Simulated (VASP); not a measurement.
The system is Cd.

```
Cd
1.0
     2.97887    0.00000    0.00000
    -1.48944    2.57978    0.00000
     0.00000    0.00000    5.61765
Cd
2
Direct
  0.33333 0.66667 0.25000
  0.66667 0.33333 0.75000
```

| Quantity | Value |
| --- | --- |
| Program | VASP 6.6.1 |
| Task | relaxation of cell and atoms |
| Functional | PBE |
| Potentials or basis | VASP PAW PBE potentials, release 64 (Cd) |
| Cutoff | 600 eV |
| k mesh | 12 × 12 × 6 |
| Occupations | gaussian, width 0.1 eV |
| Spin | no spin polarisation |

At the start: pressure 3.2 GPa; volume 21.59 Å³/atom.

Task: Where does the relaxation end?

Result: Over 6 steps the energy falls by 17.8 meV/atom and the volume is 23.20 Å³/atom (+7.5 %); space group P6_3/mmc (No. 194, to 0.1 Å) before and after.

The path:
```csv
step,energy change (eV),largest force (eV/Å),pressure (GPa),volume (Å³)
1,0.0000,0.0000,3.20,43.17
2,-0.0282,0.0000,0.06,45.92
3,-0.0283,0.0000,-0.17,46.24
4,-0.0325,0.0000,-0.20,46.30
5,-0.0342,0.0000,0.18,46.45
6,-0.0357,0.0000,-0.08,46.39
```

Final structure:
```
Cd
1.0
     3.00578    0.00000    0.00000
    -1.50289    2.60308    0.00000
     0.00000    0.00000    5.92912
Cd
2
Direct
  0.33333 0.66667 0.25000
  0.66667 0.33333 0.75000
```
